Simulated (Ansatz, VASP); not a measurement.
**MgO: VASP beside Ansatz**

INCAR

```
ALGO     = Normal         # electronic algorithm
EDIFF    = 1E-7           # SCF threshold, eV
ENCUT    = 520            # plane-wave cutoff, eV
GGA      = PE             # functional
ISIF     = 2              # what is computed and relaxed
ISMEAR   = -1             # smearing method
LASPH    = True           # aspherical terms in the spheres
LCHARG   = False          # write CHGCAR
LREAL    = False          # projectors in reciprocal space
LWAVE    = False          # write WAVECAR
NBANDS   = 11             # bands
NELM     = 100            # most SCF steps
PREC     = Accurate       # precision mode
SIGMA    = 0.05           # smearing width, eV
```

KPOINTS

```
k-points
0
Gamma
  6 6 6
```

Contents of POSCAR:

```
MgO
1.0
    0.0000000000      2.0970013927      2.0970013927
    2.0970013927      0.0000000000      2.0970013927
    2.0970013927      2.0970013927      0.0000000000
Mg O
1 1
Direct
    0.0000000000      0.0000000000      0.0000000000
    0.5000000000      0.5000000000      0.5000000000
```

The input input.yaml:

```yaml
crystal:
  lattice:
    - [0.0, 2.0970013927, 2.0970013927]
    - [2.0970013927, 0.0, 2.0970013927]
    - [2.0970013927, 2.0970013927, 0.0]
  atoms:
    - { symbol: Mg, position: [0.0, 0.0, 0.0] }
    - { symbol: O, position: [0.5, 0.5, 0.5] }
hamiltonian:
  xc: pbe
  pseudopotentials: { kind: paw }
kpoints:
  mp_grid: { grid: [6, 6, 6] }
  band_path:
    path:
      - [[0.0, 0.0, 0.0], [0.5, 0.0, 0.5], [0.5, 0.25, 0.75], [0.375, 0.375, 0.75], [0.0, 0.0, 0.0], [0.5, 0.5, 0.5], [0.625, 0.25, 0.625], [0.5, 0.25, 0.75], [0.5, 0.5, 0.5], [0.375, 0.375, 0.75]]
      - [[0.625, 0.25, 0.625], [0.5, 0.0, 0.5]]
    npoints: 14
scf:
  occupations: { method: fermi_dirac, width: 0.05 }
  n_extra_bands: 6
output:
  forces: true
  stress: true
  eigenvalues: true
  fatbands: false
  write_density: true
  write_potential: true
  elf: true
  volumetric_format: npy
```

Alike in both runs: functional PBE; k mesh 6 × 6 × 6; occupations fermi-dirac, width 0.05 eV; no spin polarisation.

|  | VASP | Ansatz |
| --- | --- | --- |
| version | VASP 6.6.1 | Ansatz 0.2.0 |
| potentials or method | VASP PAW PBE potentials, release 64 (Mg, O) | Ansatz PAW |
| plane-wave cutoff (eV) | 520 | 420 |
| valence electrons in the cell | 8 | 16 |
| task | single point | band structure |

VASP gave:

```
gap on the k mesh at the Fermi level (eV) : 4.85
least direct gap on the mesh (eV)         : 4.85
pressure (GPa)                            : 6.2
```

**Question.** Estimate Ansatz's values.

**Answer.** gap on the k mesh at the Fermi level (eV): 4.87; least direct gap on the mesh (eV): 4.87; pressure (GPa): 6.9.

With one functional, cell and mesh, what is left measures potentials, basis and numerics. VASP's potentials hold 8 valence electrons a cell and Ansatz's 16, so a difference there can come from the potentials and not from the codes.

The k mesh is coarse, so the values compare programs but aren't converged.
